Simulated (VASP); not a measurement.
# Hf2Ge3 (P-3m1) in VASP: further runs

The runs below take Hf2Ge3 through relaxation of cell and atoms, single point, with PBE.

All numbers are computed with VASP 6.6.1; they aren't measurements. Logs are shortened: lines on timing, memory, paths and dates and some standing lists are left out, and cuts for length are marked.

## Step 1: The cell of the first run

Symmetry: P-3m1, No. 164, trigonal system. The conventional cell has a = 4.560 Å, b = 4.560 Å, c = 5.600 Å, α = 90.00°, β = 90.00°, γ = 120.00°. Hf (site symmetry 3m) has 8 Ge at 2.73 to 2.87 Å and 3 Hf at 3.17 Å within 3.6 Å. Ge (site symmetry -3m) has 6 Hf at 2.78 Å and 6 Ge at 3.30 Å within 3.7 Å. Ge (site symmetry 3m) has 5 Hf at 2.73 to 2.87 Å and 6 Ge at 3.09 to 3.30 Å within 3.6 Å.

The cell was built from a structure type or drawn by symmetry, and may not be a known phase.

## Step 2: Relaxation of cell and atoms, PBE

INCAR

```
ALGO     = Normal         # electronic algorithm
EDIFF    = 1E-6           # SCF threshold, eV
EDIFFG   = -0.04          # ionic threshold
ENCUT    = 600            # plane-wave cutoff, eV
GGA      = PE             # functional
IBRION   = 2              # ionic algorithm
ISIF     = 3              # what is computed and relaxed
ISMEAR   = 0              # smearing method
LASPH    = T              # aspherical terms in the spheres
LCHARG   = F              # write CHGCAR
LREAL    = F              # projectors in reciprocal space
LWAVE    = F              # write WAVECAR
NELM     = 80             # most SCF steps
NSW      = 90             # ionic steps
PREC     = Accurate       # precision mode
SIGMA    = 0.1            # smearing width, eV
```

KPOINTS

```
k-points
0
Gamma
  6 6 4
```

POSCAR

```
Hf2Ge3
1.0
    4.5600666700      0.0000000000      0.0000000000
   -2.2800333400      3.9491335800      0.0000000000
    0.0000000000      0.0000000000      5.5996101200
Hf Ge
2 3
Direct
    0.3333333300      0.6666666700      0.1568725000
    0.6666666700      0.3333333300      0.8431275000
    0.0000000000      0.0000000000      0.0000000000
    0.3333333300      0.6666666700      0.6449289300
    0.6666666700      0.3333333300      0.3550710700
```

Potentials or basis: VASP PAW PBE potentials, release 64 (Hf_pv, Ge_d).

Launch:

```sh
> cat potpaw_PBE.64/Hf_pv/POTCAR potpaw_PBE.64/Ge_d/POTCAR > POTCAR
> mpirun -np 1 vasp_std > vasp.out
```

OUTCAR:

```text
EDIFF = 1E-6
   EDIFFG = -0.04
   ENCUT = 600
   GGA = PE
   IBRION = 2
   ISIF = 3
   ISMEAR = 0
   LASPH = T
   LREAL = F
   NELM = 80
   NSW = 90
   PREC = Accurate

 ion  position               nearest neighbor table
   1  0.333  0.667  0.157-   4 2.73   3 2.78   3 2.78   3 2.78   5 2.86   5 2.86   5 2.86   4 2.87
                             2 3.17   2 3.17   2 3.17
   2  0.667  0.333  0.843-   5 2.73   3 2.78   3 2.78   3 2.78   4 2.86   4 2.86   4 2.86   5 2.87
                             1 3.17   1 3.17   1 3.17
   3  0.000  0.000  0.000-   1 2.78   2 2.78   2 2.78   1 2.78   2 2.78   1 2.78
   4  0.333  0.667  0.645-   1 2.73   2 2.86   2 2.86   2 2.86   1 2.87
   5  0.667  0.333  0.355-   2 2.73   1 2.86   1 2.86   1 2.86   2 2.87

  LATTYP: Found a hexagonal cell.
 ALAT       =     4.5600666700
 C/A-ratio  =     1.2279667218

  Lattice vectors:

 A1 = (   4.5600666700,   0.0000000000,   0.0000000000)
 A2 = (  -2.2800333400,   3.9491335800,   0.0000000000)
 A3 = (   0.0000000000,   0.0000000000,   5.5996101200)

Analysis of symmetry for initial positions (statically):
=====================================================================
 Subroutine PRICEL returns:
 Original cell was already a primitive cell.

 Routine SETGRP: Setting up the symmetry group for a
 hexagonal supercell.

 Subroutine GETGRP returns: Found 12 space group operations
 (whereof 12 operations were pure point group operations)
 out of a pool of 24 trial point group operations.

The static configuration has the point symmetry D_3d.

Analysis of symmetry for dynamics (positions and initial velocities):
=====================================================================
 Subroutine PRICEL returns:
 Original cell was already a primitive cell.

 Routine SETGRP: Setting up the symmetry group for a
 hexagonal supercell.

 Subroutine GETGRP returns: Found 12 space group operations
 (whereof 12 operations were pure point group operations)
 out of a pool of 24 trial point group operations.

The dynamic configuration has the point symmetry D_3d.

 Subroutine INISYM returns: Found 12 space group operations
 (whereof 12 operations are pure point group operations),
 and found     1 'primitive' translations

----------------------------------------------------------------------------------------

                                     Primitive cell

  volume of cell :     100.8395

  direct lattice vectors                    reciprocal lattice vectors
     4.560066670  0.000000000  0.000000000     0.219295039  0.126610050  0.000000000
    -2.280033340  3.949133580  0.000000000     0.000000000  0.253220100  0.000000000
     0.000000000  0.000000000  5.599610120     0.000000000  0.000000000  0.178583862

  length of vectors
     4.560066670  4.560066673  5.599610120     0.253220100  0.253220100  0.178583862

  position of ions in fractional coordinates (direct lattice)
     0.333333330  0.666666670  0.156872500
     0.666666670  0.333333330  0.843127500
     0.000000000  0.000000000  0.000000000
     0.333333330  0.666666670  0.644928930
     0.666666670  0.333333330  0.355071070

  ion indices of the primitive-cell ions
   primitive index   ion index
                 1           1
                 2           2
                 3           3
                 4           4
                 5           5

----------------------------------------------------------------------------------------

 KPOINTS: k-points

Automatic generation of k-mesh.
 Grid dimensions read from file:
 generate k-points for:    6    6    4

 Generating k-lattice:

  Cartesian coordinates                     Fractional coordinates (reciprocal lattice)
     0.036549173  0.021101675  0.000000000     0.166666667 -0.000000000  0.000000000
     0.000000000  0.042203350  0.000000000     0.000000000  0.166666667  0.000000000
     0.000000000  0.000000000  0.044645965     0.000000000  0.000000000  0.250000000

  Length of vectors
     0.042203350  0.042203350  0.044645965

  Shift w.r.t. Gamma in fractional coordinates (k-lattice)
[... 43 lines left out ...]
   EFERMI_NEDOS =   21; number of points for ismear=-14 and -15
   IALGO  =     38    algorithm
   IMIX   =      4    mixing-type and parameters
     AMIX     =   0.40;   BMIX     =  1.00
     AMIX_MAG =   1.60;   BMIX_MAG =  1.00
  volume/ion in A,a.u.               =      20.17       136.10
  Fermi-wavevector in a.u.,A,eV,Ry     =   1.392072  2.630635 26.366258  1.937865
  Thomas-Fermi vector in A             =   2.515850
   LORBIT       =      0    0 simple, 1 ext, 2 COOP (PROOUT), +10 PAW based schemes
   GGA     = PE    functional components
   LHFCALC =     F    Hartree Fock is set to
   AEXX    =    0.0000 exact exchange contribution
   IVDW    =     0    specifies the selected vdW correction
   LEPSILON=     F    determine dielectric tensor
   LRPA    =     F    only Hartree local field effects (RPA)
 conjugate gradient relaxation of ions
 non-spin polarized calculation
 Gauss-broadening in eV      SIGMA  =   0.10
  energy-cutoff  :      600.00
  volume of cell :      100.84
 maximum number of plane-waves:      3380
   NGX = 19   NGY = 19   NGZ = 23

--------------------------------------- Ionic step        1  -------------------------------------------

 number of electron      62.0000008 magnetization

 Free energy of the ion-electron system (eV)
  ---------------------------------------------------
  ext. energy  EPLUGINS =         0.00000000
  ---------------------------------------------------
  free energy    TOTEN  =       -33.82283531 eV

  energy without entropy =      -33.79729676  energy(sigma->0) =      -33.81006603

------------------------ aborting loop because EDIFF is reached ----------------------------------------

  FORCE on cell =-STRESS in cart. coord.  units (eV):
  Direction    XX          YY          ZZ          XY          YZ          ZX
  --------------------------------------------------------------------------------------
  -------------------------------------------------------------------------------------
  Total        3.2602925      3.2602925      0.6678704     -0.0000000      0.0000000      0.0000000
  in kB       51.8007848     51.8007849     10.6113831     -0.0000001      0.0000000      0.0000000
  external PRESSURE =      38.0709843 kB  Pullay stress =       0.0000000 kB
[... 98 lines left out ...]
  FREE ENERGIE OF THE ION-ELECTRON SYSTEM (eV)
  ---------------------------------------------------
  free  energy   TOTEN  =       -33.9274246971 eV

  energy  without entropy=      -33.8941791182  energy(sigma->0) =      -33.91080191

[... ionic steps 4 to 11 ...]

--------------------------------------- Ionic step       12  -------------------------------------------

 number of electron      61.9999978 magnetization

------------------------ aborting loop because EDIFF is reached ----------------------------------------

  FORCE on cell =-STRESS in cart. coord.  units (eV):
  Direction    XX          YY          ZZ          XY          YZ          ZX
  --------------------------------------------------------------------------------------
  -------------------------------------------------------------------------------------
  Total        0.2898452      0.2898452     -0.4568857     -0.0000000     -0.0000000     -0.0000000
  in kB        4.3746067      4.3746067     -6.8957337     -0.0000000     -0.0000000     -0.0000000
  external PRESSURE =       0.6178266 kB  Pullay stress =       0.0000000 kB
[... 63 lines left out ...]
  energy  without entropy=      -34.0627056838  energy(sigma->0) =      -34.07811579

--------------------------------------- Ionic step       14  -------------------------------------------

 number of electron      61.9999991 magnetization

 Free energy of the ion-electron system (eV)
  ---------------------------------------------------
  ext. energy  EPLUGINS =         0.00000000
  ---------------------------------------------------
  free energy    TOTEN  =       -34.09463223 eV

  energy without entropy =      -34.06396110  energy(sigma->0) =      -34.07929667

 E-fermi :   5.2451     XC(G=0): -10.8506

 val. band max:        5.2307977270   @ k =   0.5000   0.0000   0.5000
 cond. band min:       5.2613569444   @ k =   0.5000   0.0000   0.2500
 fundamental gap:      0.0305592174
 Fermi energy:         5.2451021147

 k-point     1 :       0.0000    0.0000    0.0000
  band No.  band energies     occupation
      1     -25.5076      2.00000
      2     -25.5076      2.00000
      3     -25.4224      2.00000
      4     -25.3092      2.00000
      5     -25.2006      2.00000
      6     -25.2006      2.00000
[... 981 lines left out ...]
  FREE ENERGIE OF THE ION-ELECTRON SYSTEM (eV)
  ---------------------------------------------------
  free  energy   TOTEN  =       -34.0946322336 eV

  energy  without entropy=      -34.0639610990  energy(sigma->0) =      -34.07929667

 reached required accuracy - stopping structural energy minimisation
```

It took 9.9 min on 1 thread of AMD EPYC 9R45 (Zen 5), shared host; peak memory 0.28 GiB.

What came out:

```
Free energy                           : -34.0946 eV
Relaxed volume                        : 21.24 Å³/atom
Relaxed cell                          : a = 4.691 Å, b = 4.691 Å, c = 5.571 Å, α = 90.00°, β = 90.00°, γ = 120.00°
Space group after relaxing (to 0.1 Å) : P-3m1 (No. 164)
Energy gained by relaxing             : 54.4 meV/atom
Ionic steps                           : 14
Pressure after relaxing               : 0.0 GPa
Largest force after relaxing          : 0.003 eV/Å
Band gap on the k mesh                : zero (bands 31 and 32 overlap by 1.35 eV)
```

Forces on the atoms (eV/Å):
```
Hf   0.000  0.000 -0.003
Hf   0.000  0.000  0.003
Ge   0.000  0.000  0.000
Ge   0.000  0.000  0.001
Ge   0.000  0.000 -0.001
```

Step by step:
```
step  energy change (eV)  largest force (eV/Å)  pressure (GPa)  volume (Å³)
   1              0.0000                0.6745            3.81       100.84
   2             -0.1020                0.5909           -2.33       107.97
   3             -0.1046                0.6026           -1.70       106.92
   4             -0.1691                0.3182           -0.63       106.42
   5             -0.1748                0.3375           -0.17       106.22
   6             -0.1952                0.3697            0.04       105.77
   7             -0.2377                0.3831            1.45       104.42
   8             -0.1420                0.9056            4.99       101.71
   9             -0.2420                0.3675            1.81       104.04
  10             -0.2526                0.3119            1.49       104.51
  11             -0.2686                0.1446            0.18       105.93
  12             -0.2689                0.1426            0.06       106.15
  13             -0.2707                0.0890            0.02       106.17
  14             -0.2718                0.0032            0.00       106.19
```

Final structure:
```yaml
crystal:
  lattice:
    - [4.69128, 0.00000, 0.00000]
    - [-2.34564, 4.06277, 0.00000]
    - [0.00000, 0.00000, 5.57146]
  atoms:
    - { symbol: Hf, position: [0.33333, 0.66667, 0.12464] }
    - { symbol: Hf, position: [0.66667, 0.33333, 0.87536] }
    - { symbol: Ge, position: [0.00000, 0.00000, 0.00000] }
    - { symbol: Ge, position: [0.33333, 0.66667, 0.61607] }
    - { symbol: Ge, position: [0.66667, 0.33333, 0.38393] }
```

Caveat: spin-orbit coupling is left out, which moves the levels of the heavy elements.

## Step 3: Single point, PBE

This run uses another cell than the first one, of 21.32 Å³/atom.

INCAR

```
SYSTEM = Hf2Ge3
PREC = Accurate
ENCUT = 520
EDIFF = 1E-7
ISMEAR = 0
SIGMA = 0.1
LREAL = .False.
LASPH = .True.
NELM = 100
ALGO = Normal
ISIF = 2
LWAVE = .False.
LCHARG = .False.
GGA = PE
NBANDS = 39
```

KPOINTS

```
Automatic mesh
0
Gamma
  12 12 8
  0 0 0
```

POSCAR

```
Hf2Ge3
1.0
    4.7021251572      0.0000000000      0.0000000000
   -2.3510625786      4.0721598379      0.0000000000
    0.0000000000      0.0000000000      5.5672817712
Hf Ge
2 3
Direct
    0.3333333333      0.6666666667      0.1241367222
    0.6666666667      0.3333333333      0.8758632778
    0.0000000000      0.0000000000      0.0000000000
    0.3333333333      0.6666666667      0.6178859278
    0.6666666667      0.3333333333      0.3821140722
```

Potentials or basis: VASP PAW PBE potentials, release 64 (Hf_pv, Ge_d).

Launch:

```sh
> cat potpaw_PBE.64/Hf_pv/POTCAR potpaw_PBE.64/Ge_d/POTCAR > POTCAR
> mpirun -np 1 vasp_std > vasp.out
```

Wall time 5.9 min (1 thread of AMD EPYC 9R45 (Zen 5), shared host); peak memory 0.51 GiB.

It converged, with:

```yaml
Free_energy: -34.0757 eV
Pressure: -0.2 GPa
Largest_force: 0.011 eV/Å
Band_gap_on_the_k_mesh: zero (bands 31 and 32 overlap by 1.35 eV)
```

Forces in eV/Å, atoms in the order of the input:
```
Hf   0.000  0.000 -0.007
Hf   0.000  0.000  0.007
Ge   0.000  0.000  0.000
Ge   0.000  0.000  0.011
Ge   0.000  0.000 -0.011
```

Levels at points of the mesh, in eV from the Fermi level:
| k point | band 28 | band 29 | band 30 | band 31 | band 32 | band 33 | band 34 | band 35 |
| --- | --- | --- | --- | --- | --- | --- | --- | --- |
| (0.00, 0.00, 0.00) | -1.65 | -1.64 | -0.41 | -0.36 | -0.36 | 1.79 | 1.83 | 1.83 |
| (0.50, 0.00, 0.00) | -2.39 | -1.46 | -0.84 | -0.22 | 0.10 | 0.33 | 0.39 | 3.05 |
| (0.00, 0.00, 0.50) | -1.77 | -1.28 | -1.28 | -0.79 | -0.79 | 0.59 | 2.49 | 2.49 |
| (0.50, 0.00, 0.50) | -2.16 | -2.00 | -0.86 | -0.41 | -0.01 | 2.01 | 2.05 | 2.21 |

Caveat: spin-orbit coupling is left out, which moves the levels of the heavy elements.

## Step 4: Single point, PBE

This run uses another cell than the first one, of 21.28 Å³/atom.

INCAR

```
PREC     = Accurate       # precision mode
ENCUT    = 520            # plane-wave cutoff, eV
EDIFF    = 1E-6           # SCF threshold, eV
ISMEAR   = 0              # smearing method
SIGMA    = 0.1            # smearing width, eV
LREAL    = False          # projectors in reciprocal space
LASPH    = True           # aspherical terms in the spheres
NELM     = 60             # most SCF steps
ALGO     = Normal         # electronic algorithm
ISIF     = 2              # what is computed and relaxed
LWAVE    = False          # write WAVECAR
LCHARG   = True           # write CHGCAR
GGA      = PE             # functional
LELF     = True           # ELF
LVHAR    = True         
NBANDS   = 39             # bands
```

KPOINTS

```
Automatic mesh
0
Gamma
  6 6 4
```

POSCAR

```
Hf2Ge3
1.0
    4.6976116250      0.0000000030      0.0000000000
   -2.3488058151      4.0682510029      0.0000000000
    0.0000000000      0.0000000000      5.5667917451
Hf Ge
2 3
Direct
    0.3333333333      0.6666666667      0.1246011357
    0.6666666667      0.3333333333      0.8753988643
    0.0000000000      0.0000000000      0.0000000000
    0.3333333333      0.6666666667      0.6162347118
    0.6666666667      0.3333333333      0.3837652882
```

Launch:

```sh
> cat potpaw_PBE.64/Hf_pv/POTCAR potpaw_PBE.64/Ge_d/POTCAR > POTCAR
> mpirun -np 1 vasp_std > vasp.out
```

It took 1.9 min on 1 thread of Intel Xeon 8259CL, shared host; peak memory 0.27 GiB.

Results (log left out):

* Free energy: -34.0943 eV
* Pressure: -0.2 GPa
* Largest force: 0.015 eV/Å
* Band gap on the k mesh: zero (bands 31 and 32 overlap by 1.35 eV)

Forces on the atoms (eV/Å):
```
Hf   0.000  0.000 -0.015
Hf   0.000  0.000  0.015
Ge   0.000  0.000  0.000
Ge   0.000  0.000  0.007
Ge   0.000  0.000 -0.007
```

Stress tensor (GPa, compression positive):
```
-0.25  0.00  0.00
 0.00 -0.25  0.00
 0.00  0.00  0.01
```

Levels at points of the mesh, in eV from the Fermi level:
```tsv
k point	band 27	band 28	band 29	band 30	band 31	band 32	band 33	band 34	band 35	band 36
(0.00, 0.00, 0.00)	-1.67	-1.66	-1.66	-0.40	-0.39	-0.39	1.75	1.84	1.84	2.81
(0.50, 0.00, 0.00)	-2.48	-2.40	-1.49	-0.86	-0.21	0.09	0.32	0.36	3.02	3.05
(0.00, 0.00, 0.50)	-3.28	-1.80	-1.29	-1.29	-0.81	-0.81	0.60	2.48	2.48	3.69
(0.50, 0.00, 0.50)	-2.86	-2.18	-2.02	-0.87	-0.41	-0.02	2.01	2.04	2.19	2.45
```

Caveat: spin-orbit coupling is left out, which moves the levels of the heavy elements.

## Step 5: Single point, PBE

This run uses another cell than the first one, of 21.32 Å³/atom.

INCAR

```
SYSTEM = Hf2Ge3
PREC = Accurate
ENCUT = 520
EDIFF = 1E-7
ISMEAR = 0
SIGMA = 0.1
LREAL = .False.
LASPH = .True.
NELM = 100
ALGO = Normal
ISIF = 2
LWAVE = .False.
LCHARG = .False.
GGA = PE
NBANDS = 39
```

KPOINTS

```
Automatic mesh
0
Gamma
  12 12 8
  0 0 0
```

POSCAR

```
Hf2Ge3
1.0
    4.7021251662      0.0000000000      0.0000000000
   -2.3510625831      4.0721598457      0.0000000000
    0.0000000000      0.0000000000      5.5672817744
Hf Ge
2 3
Direct
    0.3333333333      0.6666666667      0.1241367247
    0.6666666667      0.3333333333      0.8758632753
    0.0000000000      0.0000000000      0.0000000000
    0.3333333333      0.6666666667      0.6178859303
    0.6666666667      0.3333333333      0.3821140697
```

Launch:

```sh
> cat potpaw_PBE.64/Hf_pv/POTCAR potpaw_PBE.64/Ge_d/POTCAR > POTCAR
> mpirun -np 1 vasp_std > vasp.out
```

Wall time 12 min (1 thread of Intel Xeon 8259CL, shared host); peak memory 0.54 GiB.

It converged, with:

```yaml
Free_energy: -34.0757 eV
Pressure: -0.2 GPa
Largest_force: 0.011 eV/Å
Band_gap_on_the_k_mesh: zero (bands 31 and 32 overlap by 1.35 eV)
```

Forces on the atoms (eV/Å):
```
Hf   0.000  0.000 -0.007
Hf   0.000  0.000  0.007
Ge   0.000  0.000  0.000
Ge   0.000  0.000  0.011
Ge   0.000  0.000 -0.011
```

Levels at points of the mesh, in eV from the Fermi level:
| k point | band 28 | band 29 | band 30 | band 31 | band 32 | band 33 | band 34 | band 35 |
| --- | --- | --- | --- | --- | --- | --- | --- | --- |
| (0.00, 0.00, 0.00) | -1.65 | -1.64 | -0.41 | -0.36 | -0.36 | 1.79 | 1.83 | 1.83 |
| (0.50, 0.00, 0.00) | -2.39 | -1.46 | -0.84 | -0.22 | 0.10 | 0.33 | 0.39 | 3.05 |
| (0.00, 0.00, 0.50) | -1.77 | -1.28 | -1.28 | -0.79 | -0.79 | 0.59 | 2.49 | 2.49 |
| (0.50, 0.00, 0.50) | -2.16 | -2.00 | -0.86 | -0.41 | -0.01 | 2.01 | 2.05 | 2.21 |

Caveat: spin-orbit coupling is left out, which moves the levels of the heavy elements.

## Step 6: Summary

| task | cell | k mesh | cutoff (eV) | gap on the mesh (eV) | pressure (GPa) | largest force (eV/Å) |
| --- | --- | --- | --- | --- | --- | --- |
| relaxation of cell and atoms | relaxed from a = 4.560, b = 4.560, c = 5.600 Å, angles 90.0, 90.0, 120.0°, 5 atoms, atomic positions A | 6 × 6 × 4 | 600 | none | 0.0 | - |
| single point | a = 4.702, b = 4.702, c = 5.567 Å, angles 90.0, 90.0, 120.0°, 5 atoms, atomic positions B | 12 × 12 × 8 | 520 | none | -0.2 | 0.01 |
| single point | a = 4.698, b = 4.698, c = 5.567 Å, angles 90.0, 90.0, 120.0°, 5 atoms, atomic positions B | 6 × 6 × 4 | 520 | none | -0.2 | 0.01 |

Alike in all rows: level PBE; potentials or basis VASP PAW PBE potentials, release 64 (Hf_pv, Ge_d); no spin polarisation; smearing gaussian 0.1 eV.

Caveats: spin-orbit coupling is left out, which moves the levels of the heavy elements.

Total energies depend on the potentials used, so only differences within one code and one set of settings carry meaning.
